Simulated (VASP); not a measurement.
Write the native input for VASP 6.6.1 that does the following.

```
Task                   : relaxation of cell and atoms
Functional             : PBE
Potentials or basis    : VASP PAW PBE potentials, release 64 (Fe, Sn_d, Ru_pv, S)
Cutoff                 : 600 eV
k mesh                 : 4 × 4 × 4
Occupations            : fermi-dirac, width 0.1 eV
Spin                   : no spin polarisation
Dipole correction      : no
Further INCAR settings : ALGO = Normal; EDIFF = 1e-07; IBRION = 2; EDIFFG = -0.01; NSW = 60; ISIF = 3
```

The structure of FeSnRu2S4 lies in POSCAR:

```
FeSnRu2S4
1.0
    0.0000000000      5.4280130000      0.0000000000
    5.4280130000      0.0000000000      0.0000000000
    2.7140070000      2.7140070000     -5.3310850000
Fe Sn Ru S
1 1 2 4
Direct
    0.0000000000      0.0000000000      0.0000000000
    0.5000000000      0.5000000000      0.0000000000
    0.2500000000      0.7500000000      0.5000000000
    0.7500000000      0.2500000000      0.5000000000
    0.3770000000      0.3770000000      0.7360000000
    0.6230000000      0.1130000000      0.2640000000
    0.8870000000      0.8870000000      0.7360000000
    0.1130000000      0.6230000000      0.2640000000
```

One way to write it, as run:

INCAR

```
ALGO = Normal
EDIFF = 1E-7
EDIFFG = -0.01
ENCUT = 600
GGA = PE
GGA_COMPAT = F
IBRION = 2
ISIF = 3
ISMEAR = -1
LASPH = T
LCHARG = F
LREAL = F
LWAVE = F
NELM = 120
NELMIN = 4
NSW = 60
PREC = Accurate
SIGMA = 0.1
```

KPOINTS

```
k-points
0
Gamma
  4 4 4
```

Potentials or basis: VASP PAW PBE potentials, release 64 (Fe, Sn_d, Ru_pv, S).

The run is started by

```bash
$ cat potpaw_PBE.64/Fe/POTCAR potpaw_PBE.64/Sn_d/POTCAR potpaw_PBE.64/Ru_pv/POTCAR potpaw_PBE.64/S/POTCAR > POTCAR
$ mpirun -np 1 vasp_std > vasp.out
```

Results of the run:

```yaml
Relaxed_volume: 19.16 Å³/atom
Relaxed_cell: a = 5.692 Å, b = 5.692 Å, c = 6.212 Å, α = 62.73°, β = 62.73°, γ = 90.00°
Space_group_after_relaxing_to_0.1_Å: I-42m (No. 121)
Energy_gained_by_relaxing: 184.3 meV/atom
Ionic_steps: 26
Pressure_after_relaxing: 0.0 GPa
Largest_force_after_relaxing: 0.006 eV/Å
Band_gap_on_the_k_mesh: zero (bands 37 and 38 overlap by 0.87 eV)
```

Caveat: spin-orbit coupling is left out, which moves the levels of the heavy elements; the run has no spin polarisation, though such a crystal can be magnetic.

Wall time 80 min on 1 thread of Intel(R) Xeon(R) Platinum 8259CL CPU @ 2.50GHz (Skylake/Cascade Lake), on a shared host, peak memory 0.45 GiB.
